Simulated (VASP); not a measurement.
# Mo (Im-3m) in VASP: a series of runs

The runs below take Mo through relaxation of cell and atoms, single point, with PBEsol.

Everything below comes from runs of VASP 6.6.1. Logs are shortened: lines on timing, memory, paths and dates and some standing lists are left out, and cuts for length are marked.

**1. The cell of the first run**

Symmetry: Im-3m, No. 229, cubic system. Conventional cell: a = 3.147 Å, b = 3.147 Å, c = 3.147 Å, α = 90.00°, β = 90.00°, γ = 90.00°. Within 3.6 Å of Mo (site symmetry m-3m) lie 14 Mo at 2.73 to 3.15 Å.

**2. Relaxation of cell and atoms, PBEsol, target pressure 45 GPa, at which the enthalpy is minimised**

File INCAR:

```
PREC = Accurate
ENCUT = 600
EDIFF = 1E-6
ISMEAR = 0
SIGMA = 0.1
LREAL = F
LASPH = T
NELM = 80
ALGO = Fast
ISIF = 3
LWAVE = F
LCHARG = F
GGA = PS
IBRION = 2
NSW = 80
EDIFFG = -0.05
PSTRESS = 450.0
```

File KPOINTS:

```
Automatic mesh
0
Gamma
  8 8 8
```

File POSCAR:

```
Mo
1.0
   -1.5734150000      1.5734150000      1.5734150000
    1.5734150000     -1.5734150000      1.5734150000
    1.5734150000      1.5734150000     -1.5734150000
Mo
1
Direct
    0.0000000000      0.0000000000      0.0000000000
```

Potentials or basis: VASP PAW PBE potentials, release 64 (Mo_sv).

Command:

```
cat potpaw_PBE.64/Mo_sv/POTCAR > POTCAR
mpirun -np 1 vasp_std > vasp.out
```

OUTCAR:

```text
PREC = Accurate
   ENCUT = 600
   EDIFF = 1E-6
   ISMEAR = 0
   LREAL = F
   LASPH = T
   NELM = 80
   ISIF = 3
   GGA = PS
   IBRION = 2
   NSW = 80
   EDIFFG = -0.05
   PSTRESS = 450.0

 ion  position               nearest neighbor table
   1  0.000  0.000  0.000-

  LATTYP: Found a body centered cubic cell.
 ALAT       =     3.1468300000

  Lattice vectors:

 A1 = (  -1.5734150000,   1.5734150000,   1.5734150000)
 A2 = (   1.5734150000,  -1.5734150000,   1.5734150000)
 A3 = (   1.5734150000,   1.5734150000,  -1.5734150000)

Analysis of symmetry for initial positions (statically):
=====================================================================
 Subroutine PRICEL returns:
 Original cell was already a primitive cell.

 Routine SETGRP: Setting up the symmetry group for a
 body centered cubic supercell.

 Subroutine GETGRP returns: Found 48 space group operations
 (whereof 48 operations were pure point group operations)
 out of a pool of 48 trial point group operations.

The static configuration has the point symmetry O_h .

Analysis of symmetry for dynamics (positions and initial velocities):
=====================================================================
 Subroutine PRICEL returns:
 Original cell was already a primitive cell.

 Routine SETGRP: Setting up the symmetry group for a
 body centered cubic supercell.

 Subroutine GETGRP returns: Found 48 space group operations
 (whereof 48 operations were pure point group operations)
 out of a pool of 48 trial point group operations.

The dynamic configuration has the point symmetry O_h .

 Subroutine INISYM returns: Found 48 space group operations
 (whereof 48 operations are pure point group operations),
 and found     1 'primitive' translations

----------------------------------------------------------------------------------------

                                     Primitive cell

  volume of cell :      15.5808

  direct lattice vectors                    reciprocal lattice vectors
    -1.573415000  1.573415000  1.573415000     0.000000000  0.317780115  0.317780115
     1.573415000 -1.573415000  1.573415000     0.317780115  0.000000000  0.317780115
     1.573415000  1.573415000 -1.573415000     0.317780115  0.317780115  0.000000000

  length of vectors
     2.725234721  2.725234721  2.725234721     0.449408949  0.449408949  0.449408949
[... 89 lines left out ...]
   PSTRESS=  450.0 pullay stress
   NELECT =      14.0000    total number of electrons
   NUPDOWN=      -1.0000    fix difference up-down
   EMIN   =  10.00;   EMAX   =-10.00  energy-range for DOS
   EFERMI =   0.00;   METHOD = LEGACY
   ISMEAR =     0;   SIGMA  =   0.10  broadening in eV -4-tet -1-fermi 0-gaus
   EFERMI_NEDOS =   21; number of points for ismear=-14 and -15
   IALGO  =     68    algorithm
   IMIX   =      4    mixing-type and parameters
     AMIX     =   0.40;   BMIX     =  1.00
     AMIX_MAG =   1.60;   BMIX_MAG =  1.00
  volume/ion in A,a.u.               =      15.58       105.14
  Fermi-wavevector in a.u.,A,eV,Ry     =   1.579747  2.985289 33.954710  2.495601
  Thomas-Fermi vector in A             =   2.680079
   LORBIT       =      0    0 simple, 1 ext, 2 COOP (PROOUT), +10 PAW based schemes
   GGA     = PS    functional components
   LHFCALC =     F    Hartree Fock is set to
   AEXX    =    0.0000 exact exchange contribution
   IVDW    =     0    specifies the selected vdW correction
   LEPSILON=     F    determine dielectric tensor
   LRPA    =     F    only Hartree local field effects (RPA)
 conjugate gradient relaxation of ions
 non-spin polarized calculation
 RMM-DIIS sequential band-by-band and
 Gauss-broadening in eV      SIGMA  =   0.10
  energy-cutoff  :      600.00
  volume of cell :       15.58
 maximum number of plane-waves:       532
 NGX is ok and might be reduce to    24
   NGX = 11   NGY = 11   NGZ = 11

--------------------------------------- Ionic step        1  -------------------------------------------

 number of electron      14.0000002 magnetization

 Free energy of the ion-electron system (eV)
  ---------------------------------------------------
  ext. energy  EPLUGINS =         0.00000000
  ---------------------------------------------------
  free energy    TOTEN  =       -11.75435546 eV

  energy without entropy =      -11.74994335  energy(sigma->0) =      -11.75214940

------------------------ aborting loop because EDIFF is reached ----------------------------------------

  FORCE on cell =-STRESS in cart. coord.  units (eV):
  Direction    XX          YY          ZZ          XY          YZ          ZX
  --------------------------------------------------------------------------------------
  -------------------------------------------------------------------------------------
  Total       -0.3275176     -0.3275176     -0.3275176     -0.0000000     -0.0000000      0.0000000
  in kB      -33.6787070    -33.6787070    -33.6787070     -0.0000000     -0.0000000      0.0000000
  external PRESSURE =    -483.6787070 kB  Pullay stress =     450.0000000 kB
[... 135 lines left out ...]
--------------------------------------- Ionic step        5  -------------------------------------------

 number of electron      14.0000000 magnetization

 Free energy of the ion-electron system (eV)
  ---------------------------------------------------
  ext. energy  EPLUGINS =         0.00000000
  ---------------------------------------------------
  free energy    TOTEN  =       -11.51968651 eV

  energy without entropy =      -11.51189268  energy(sigma->0) =      -11.51578959

 E-fermi :  14.9171     XC(G=0): -14.3608

 val. band max:       14.8057299652   @ k =  -0.1250   0.1250   0.1250
 cond. band min:      14.9199365855   @ k =   0.3750   0.1250   0.0000
 fundamental gap:      0.1142066203
 Fermi energy:        14.9170874418

 k-point     1 :       0.0000    0.0000    0.0000
  band No.  band energies     occupation
      1     -46.3161      2.00000
      2     -19.1762      2.00000
      3     -19.1762      2.00000
      4     -19.1762      2.00000
      5       7.2463      2.00000
      6      13.2639      2.00000
      7      13.2639      2.00000
      8      13.2639      2.00000
      9      16.8552      0.00000
     10      16.8552      0.00000
     11      29.9060      0.00000
[... 309 lines left out ...]
 k-point    24 :      -0.3750    0.3750    0.2500
  band No.  band energies     occupation
      1     -45.7444      2.00000
      2     -20.8081      2.00000
      3     -20.1699      2.00000
      4     -19.9815      2.00000
      5      10.1224      2.00000
      6      10.9977      2.00000
      7      14.1597      2.00000
      8      15.1701      0.00035
      9      18.4503      0.00000
     10      21.0851      0.00000
     11      30.6405      0.00000

 [... further k-points ...]
[... 5 lines left out ...]
  --------------------------------------------------------------------------------------
  -------------------------------------------------------------------------------------
  Total        3.8257058      3.8257058      3.8257058     -0.0000000     -0.0000000     -0.0000000
  in kB      453.2063705    453.2063705    453.2063705     -0.0000000     -0.0000000     -0.0000000
  external PRESSURE =       3.2063705 kB  Pullay stress =     450.0000000 kB
[... 20 lines left out ...]
  energy  without entropy=      -11.5118926775  energy(sigma->0) =      -11.51578959

  enthalpy is  TOTEN    =        -7.7210470424 eV   P V=        3.7986394633

 reached required accuracy - stopping structural energy minimisation
```

Wall time 20 s (1 thread of Intel Xeon Platinum 8488C (Sapphire Rapids), shared host); peak memory 0.16 GiB.

Results:

| Quantity | Value |
| --- | --- |
| Free energy | -11.5197 eV |
| Relaxed volume | 13.52 Å³/atom |
| Relaxed cell | a = 2.600 Å, b = 2.600 Å, c = 2.600 Å, α = 109.47°, β = 109.47°, γ = 109.47° |
| Space group after relaxing (to 0.1 Å) | Im-3m (No. 229) |
| Energy change on relaxing (the run minimises the enthalpy) | +234.7 meV/atom |
| Ionic steps | 5 |
| Pressure after relaxing | 45.3 GPa |
| Band gap on the k mesh | zero (bands 7 and 8 overlap by 6.59 eV) |

Step by step:
| step | energy change (eV) | largest force (eV/Å) | pressure (GPa) | volume (Å³) |
| --- | --- | --- | --- | --- |
| 1 | 0.0000 | 0.0000 | -3.37 | 15.58 |
| 2 | 12.7303 | 0.0000 | 913.72 | 7.20 |
| 3 | 0.0948 | 0.0000 | 26.95 | 14.15 |
| 4 | 0.1603 | 0.0000 | 36.19 | 13.82 |
| 5 | 0.2347 | 0.0000 | 45.32 | 13.52 |

Final structure:
```yaml
crystal:
  lattice:
    - [-1.50091, 1.50091, 1.50091]
    - [1.50091, -1.50091, 1.50091]
    - [1.50091, 1.50091, -1.50091]
  atoms:
    - { symbol: Mo, position: [0.00000, 0.00000, 0.00000] }
```

Caveat: the cell is relaxed towards a set pressure, so the run minimises the enthalpy, not the energy; the PAW data sets were made with another functional, which shifts forces and pressure a little.

**3. Relaxation of cell and atoms, PBEsol, target pressure 45 GPa, at which the enthalpy is minimised**

This run uses another cell than the first one, of 13.50 Å³/atom.

INCAR is that of step 2.

File KPOINTS:

```
regular mesh
0
Gamma
  10 10 10
```

File POSCAR:

```
Mo
1.0
   -1.5000528797      1.5000528797      1.5000528797
    1.5000528797     -1.5000528797      1.5000528797
    1.5000528797      1.5000528797     -1.5000528797
Mo
1
Direct
    0.0000000000      0.0000000000      0.0000000000
```

Potentials or basis: VASP PAW PBE potentials, release 64 (Mo_sv).

Command:

```
cat potpaw_PBE.64/Mo_sv/POTCAR > POTCAR
mpirun -np 1 vasp_std > vasp.out
```

OUTCAR:

```text
PREC = Accurate
   ENCUT = 600
   EDIFF = 1E-6
   ISMEAR = 0
   LREAL = F
   LASPH = T
   NELM = 80
   ISIF = 3
   GGA = PS
   IBRION = 2
   NSW = 80
   EDIFFG = -0.05
   PSTRESS = 450.0

 ion  position               nearest neighbor table
   1  0.000  0.000  0.000-

  LATTYP: Found a body centered cubic cell.
 ALAT       =     3.0001057594

  Lattice vectors:

 A1 = (  -1.5000528797,   1.5000528797,   1.5000528797)
 A2 = (   1.5000528797,  -1.5000528797,   1.5000528797)
 A3 = (   1.5000528797,   1.5000528797,  -1.5000528797)

Analysis of symmetry for initial positions (statically):
=====================================================================
 Subroutine PRICEL returns:
 Original cell was already a primitive cell.

 Routine SETGRP: Setting up the symmetry group for a
 body centered cubic supercell.

 Subroutine GETGRP returns: Found 48 space group operations
 (whereof 48 operations were pure point group operations)
 out of a pool of 48 trial point group operations.

The static configuration has the point symmetry O_h .

Analysis of symmetry for dynamics (positions and initial velocities):
=====================================================================
 Subroutine PRICEL returns:
 Original cell was already a primitive cell.

 Routine SETGRP: Setting up the symmetry group for a
 body centered cubic supercell.

 Subroutine GETGRP returns: Found 48 space group operations
 (whereof 48 operations were pure point group operations)
 out of a pool of 48 trial point group operations.

The dynamic configuration has the point symmetry O_h .

 Subroutine INISYM returns: Found 48 space group operations
 (whereof 48 operations are pure point group operations),
 and found     1 'primitive' translations

----------------------------------------------------------------------------------------

                                     Primitive cell

  volume of cell :      13.5014

  direct lattice vectors                    reciprocal lattice vectors
    -1.500052880  1.500052880  1.500052880     0.000000000  0.333321583  0.333321583
     1.500052880 -1.500052880  1.500052880     0.333321583  0.000000000  0.333321583
     1.500052880  1.500052880 -1.500052880     0.333321583  0.333321583  0.000000000

  length of vectors
     2.598167802  2.598167802  2.598167802     0.471387903  0.471387903  0.471387903

  position of ions in fractional coordinates (direct lattice)
     0.000000000  0.000000000  0.000000000

  ion indices of the primitive-cell ions
   primitive index   ion index
                 1           1

----------------------------------------------------------------------------------------

 KPOINTS: regular mesh

Automatic generation of k-mesh.
 Grid dimensions read from file:
 generate k-points for:   10   10   10

 Generating k-lattice:

[... 40 lines left out ...]
  0.300000  0.300000  0.100000      8.000000
 -0.300000  0.300000  0.100000     24.000000
 [... further k-points ...]
   k-points           NKPTS =     47   k-points in BZ     NKDIM =     47   number of bands    NBANDS=     11
   number of dos      NEDOS =    301   number of ions     NIONS =      1
   total plane-waves  NPLWV =  13824
   dimension x,y,z NGX =    24 NGY =   24 NGZ =   24
   dimension x,y,z NGXF=    48 NGYF=   48 NGZF=   48
   ions per type =               1
   NGX,Y,Z   is equivalent  to a cutoff of  15.36, 15.36, 15.36 a.u.
   NGXF,Y,Z  is equivalent  to a cutoff of  30.71, 30.71, 30.71 a.u.
 SYSTEM =  unknown system
   PREC   = accura    normal or accurate (medium, high low for compatibility)
   ISTART =      0    job   : 0-new  1-cont  2-samecut
   ICHARG =      2    charge: 1-file 2-atom 10-const
   ISPIN  =      1    spin polarized calculation?
   LNONCOLLINEAR =      F non collinear calculations
   LSORBIT =      F    spin-orbit coupling
   LASPH  =      T    aspherical Exc in radial PAW
   ENCUT  =  600.0 eV  44.10 Ry    6.64 a.u.   5.19  5.19  5.19*2*pi/ulx,y,z
   NELM   =     80;   NELMIN=  2; NELMDL= -5     # of ELM steps
   EDIFF  = 0.1E-05   stopping-criterion for ELM
   LREAL  =      F    real-space projection
   EDIFFG = -.5E-01   stopping-criterion for IOM
   NSW    =     80    number of steps for IOM
   IBRION =      2    ionic relax: 0-MD 1-quasi-New 2-CG
   NFREE  =      1    steps in history (QN), initial steepest desc. (CG)
   ISIF   =      3    stress and relaxation
   ISYM   =      2    0-nonsym 1-usesym 2-fastsym
   POTIM  = 0.5000    time-step for ionic-motion
   TEBEG  =    0.0;   TEEND  =   0.0 temperature during run
   PSTRESS=  450.0 pullay stress
   NELECT =      14.0000    total number of electrons
   NUPDOWN=      -1.0000    fix difference up-down
   EMIN   =  10.00;   EMAX   =-10.00  energy-range for DOS
   EFERMI =   0.00;   METHOD = LEGACY
   ISMEAR =     0;   SIGMA  =   0.10  broadening in eV -4-tet -1-fermi 0-gaus
   EFERMI_NEDOS =   21; number of points for ismear=-14 and -15
   IALGO  =     68    algorithm
   IMIX   =      4    mixing-type and parameters
     AMIX     =   0.40;   BMIX     =  1.00
     AMIX_MAG =   1.60;   BMIX_MAG =  1.00
  volume/ion in A,a.u.               =      13.50        91.11
  Fermi-wavevector in a.u.,A,eV,Ry     =   1.657007  3.131289 37.357127  2.745671
  Thomas-Fermi vector in A             =   2.744834
   LORBIT       =      0    0 simple, 1 ext, 2 COOP (PROOUT), +10 PAW based schemes
   GGA     = PS    functional components
   LHFCALC =     F    Hartree Fock is set to
   AEXX    =    0.0000 exact exchange contribution
   IVDW    =     0    specifies the selected vdW correction
   LEPSILON=     F    determine dielectric tensor
   LRPA    =     F    only Hartree local field effects (RPA)
 conjugate gradient relaxation of ions
 non-spin polarized calculation
 RMM-DIIS sequential band-by-band and
 Gauss-broadening in eV      SIGMA  =   0.10
  energy-cutoff  :      600.00
  volume of cell :       13.50
 maximum number of plane-waves:       466
 NGX is ok and might be reduce to    24
   NGX = 11   NGY = 11   NGZ = 11

--------------------------------------- Ionic step        1  -------------------------------------------

 number of electron      14.0000000 magnetization

 Free energy of the ion-electron system (eV)
  ---------------------------------------------------
  ext. energy  EPLUGINS =         0.00000000
  ---------------------------------------------------
  free energy    TOTEN  =       -11.53097177 eV

  energy without entropy =      -11.52736725  energy(sigma->0) =      -11.52916951

------------------------ aborting loop because EDIFF is reached ----------------------------------------

  FORCE on cell =-STRESS in cart. coord.  units (eV):
  Direction    XX          YY          ZZ          XY          YZ          ZX
  --------------------------------------------------------------------------------------
  -------------------------------------------------------------------------------------
  Total        3.8640935      3.8640935      3.8640935     -0.0000000     -0.0000000      0.0000000
  in kB      458.5413542    458.5413542    458.5413542     -0.0000000     -0.0000000      0.0000000
  external PRESSURE =       8.5413542 kB  Pullay stress =     450.0000000 kB
[... 61 lines left out ...]
--------------------------------------- Ionic step        3  -------------------------------------------

 number of electron      14.0000000 magnetization

 Free energy of the ion-electron system (eV)
  ---------------------------------------------------
  ext. energy  EPLUGINS =         0.00000000
  ---------------------------------------------------
  free energy    TOTEN  =       -11.53763914 eV

  energy without entropy =      -11.53402213  energy(sigma->0) =      -11.53583063

 E-fermi :  15.0783     XC(G=0): -14.3609

 val. band max:       15.0687990683   @ k =   0.5000   0.5000   0.2000
 cond. band min:      15.1479206175   @ k =  -0.4000   0.4000   0.2000
 fundamental gap:      0.0791215492
 Fermi energy:        15.0783267523

 k-point     1 :       0.0000    0.0000    0.0000
  band No.  band energies     occupation
      1     -46.3159      2.00000
      2     -19.1756      2.00000
      3     -19.1756      2.00000
      4     -19.1756      2.00000
      5       7.2461      2.00000
      6      13.2634      2.00000
      7      13.2634      2.00000
      8      13.2634      2.00000
      9      16.8560      0.00000
     10      16.8560      0.00000
     11      29.9064      0.00000
[... 309 lines left out ...]
 k-point    24 :      -0.3000    0.3000    0.1000
  band No.  band energies     occupation
      1     -45.9757      2.00000
      2     -20.6276      2.00000
      3     -19.7087      2.00000
      4     -19.3565      2.00000
      5       9.7788      2.00000
      6      12.0048      2.00000
      7      13.0590      2.00000
      8      15.5545      0.00000
      9      17.1874      0.00000
     10      18.2328      0.00000
     11      30.0450      0.00000

 [... further k-points ...]
[... 5 lines left out ...]
  --------------------------------------------------------------------------------------
  -------------------------------------------------------------------------------------
  Total        3.7985565      3.7985565      3.7985565      0.0000000      0.0000000     -0.0000000
  in kB      449.9790927    449.9790927    449.9790927      0.0000000      0.0000000     -0.0000000
  external PRESSURE =      -0.0209073 kB  Pullay stress =     450.0000000 kB
[... 20 lines left out ...]
  energy  without entropy=      -11.5340221311  energy(sigma->0) =      -11.53583063

  enthalpy is  TOTEN    =        -7.7389061539 eV   P V=        3.7987329842

 reached required accuracy - stopping structural energy minimisation
```

It took 12 s on 1 thread of Intel Xeon Platinum 8488C (Sapphire Rapids), shared host; peak memory 0.14 GiB.

Results:

* Free energy: -11.5376 eV
* Relaxed volume: 13.52 Å³/atom
* Relaxed cell: a = 2.600 Å, b = 2.600 Å, c = 2.600 Å, α = 109.47°, β = 109.47°, γ = 109.47°
* Space group after relaxing (to 0.1 Å): Im-3m (No. 229)
* Energy change on relaxing (the run minimises the enthalpy): -6.7 meV/atom
* Ionic steps: 3
* Pressure after relaxing: 45.0 GPa
* Band gap on the k mesh: zero (bands 7 and 8 overlap by 6.59 eV)

Step by step:
| step | energy change (eV) | largest force (eV/Å) | pressure (GPa) | volume (Å³) |
| --- | --- | --- | --- | --- |
| 1 | 0.0000 | 0.0000 | 45.85 | 13.50 |
| 2 | -0.0382 | 0.0000 | 40.97 | 13.64 |
| 3 | -0.0067 | 0.0000 | 45.00 | 13.52 |

Final structure:
```xyz
1
Lattice="-1.5009 1.5009 1.5009 1.5009 -1.5009 1.5009 1.5009 1.5009 -1.5009" Properties=species:S:1:pos:R:3 pbc="T T T"
Mo    0.0000    0.0000    0.0000
```

Caveat: the cell is relaxed towards a set pressure, so the run minimises the enthalpy, not the energy; the PAW data sets were made with another functional, which shifts forces and pressure a little.

(Continued in part 2 of 2.)

The gap in the log of VASP goes by the Fermi energy; the results here count the filled bands.